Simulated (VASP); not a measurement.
Here is a VASP 6.6.1 calculation.

The input INCAR:

```
SYSTEM = C41O
ALGO = Normal
DIPOL = 0.5 0.5 0.286
EDIFF = 1E-7
ENCUT = 520
GGA = PE
IDIPOL = 3
ISIF = 2
ISMEAR = 0
IVDW = 12
LASPH = .True.
LCHARG = .False.
LDIPOL = .True.
LREAL = Auto
LUSENCCL = .False.
LWAVE = .False.
NBANDS = 112
NELM = 100
PREC = Accurate
SIGMA = 0.05
```

The input KPOINTS:

```
k-points
0
Gamma
  4 4 1
  0 0 0
```

POSCAR

```
C41O
1.0
    7.2946484380      0.0000000000      0.0000000000
   -3.3317658956      7.8620301879      0.0000000000
    0.0000000000      0.0000000000     23.5809581711
C O
41 1
Direct
    0.2500899670      0.1666966556      0.1696283913
    0.2500899670      0.6666966556      0.1696283913
    0.7500899670      0.1666966556      0.1696283913
    0.7500899670      0.6666966556      0.1696283913
    0.2499100331      0.3333033444      0.1696283913
    0.2499100331      0.8333033444      0.1696283913
    0.7499100330      0.3333033444      0.1696283913
    0.7499100331      0.8333033444      0.1696283913
    0.2500899670      0.4166966557      0.2218942371
    0.2500899670      0.9166966557      0.2218942371
    0.7500899670      0.4166966557      0.2218942371
    0.7500899670      0.9166966557      0.2218942371
    0.2499100331      0.0833033444      0.2218942371
    0.2499100331      0.5833033444      0.2218942371
    0.7499100331      0.0833033444      0.2218942371
    0.7499100331      0.5833033444      0.2218942371
    0.2500106166      0.1676584830      0.2741412246
    0.2500106166      0.6676584830      0.2741412246
    0.7500106166      0.1676584830      0.2741412246
    0.7500106166      0.6676584830      0.2741412246
    0.2499893834      0.3323415170      0.2741412246
    0.2499893834      0.8323415170      0.2741412246
    0.7499893834      0.3323415170      0.2741412246
    0.7499893834      0.8323415170      0.2741412246
    0.2500643137      0.4183240206      0.3266192408
    0.2500643137      0.9183240206      0.3266192408
    0.7500643137      0.4183240206      0.3266192408
    0.7500643137      0.9183240206      0.3266192408
    0.2499356863      0.0816759794      0.3266192408
    0.2499356863      0.5816759794      0.3266192408
    0.7499356863      0.0816759794      0.3266192408
    0.7499356863      0.5816759794      0.3266192408
    0.2498811848      0.1772167637      0.3744953071
    0.2498811848      0.6772167637      0.3744953071
    0.7498811848      0.1772167637      0.3744953071
    0.7498811848      0.6772167637      0.3744953071
    0.2501188152      0.3227832363      0.3744953071
    0.2501188152      0.8227832363      0.3744953071
    0.7501188152      0.3227832363      0.3744953071
    0.7501188152      0.8227832363      0.3744953071
    0.6248811848      0.4272167637      0.5632068924
    0.6248811848      0.4272167637      0.5144387299
```

Potentials or basis: VASP PAW PBE potentials, release 64 (C, O).

Command:

```bash
$ cat potpaw_PBE.64/C/POTCAR potpaw_PBE.64/O/POTCAR > POTCAR
$ mpirun -np 1 vasp_std > vasp.out
```

**Question.** Predict the dispersion energy per atom.

**Answer.** -0.113 eV.

**Question.** Estimate the largest force.

**Answer.** 6.693 eV/Å.

**Question.** What does it give for the band gap on the k mesh?

**Answer.** 0.01 eV (least direct gap 0.03 eV).

Forces on the atoms (eV/Å):
```
C   -2.576  6.078  1.103
C   -2.576  6.077  1.103
C   -2.575  6.078  1.103
C   -2.577  6.077  1.103
C    2.576 -6.078  1.103
C    2.576 -6.077  1.103
C    2.575 -6.078  1.103
C    2.577 -6.077  1.103
C   -0.161  0.380 -1.156
C   -0.161  0.380 -1.157
C   -0.161  0.381 -1.156
C   -0.162  0.380 -1.157
C    0.162 -0.380 -1.157
C    0.161 -0.381 -1.157
C    0.160 -0.380 -1.157
C    0.162 -0.381 -1.157
C    0.003 -0.005  0.015
C    0.002 -0.005  0.016
C    0.003 -0.008  0.014
C    0.001 -0.003  0.015
C   -0.002  0.005  0.015
C   -0.002  0.004  0.016
C   -0.002  0.003  0.015
C   -0.003  0.006  0.015
C    0.003  0.019 -0.005
C    0.002  0.020 -0.009
C   -0.001  0.023  0.007
C    0.005  0.016 -0.009
C   -0.003 -0.018 -0.007
C   -0.002 -0.021 -0.009
C   -0.004 -0.011 -0.009
C   -0.001 -0.024  0.002
C    0.035 -0.074  0.050
C    0.034 -0.077  0.047
C    0.027 -0.068  0.062
C    0.029 -0.061  0.034
C   -0.032  0.074  0.047
C   -0.034  0.076  0.047
C   -0.021  0.056  0.024
C   -0.032  0.066  0.057
C    0.002 -0.001 -0.741
O   -0.006  0.006  0.721
```
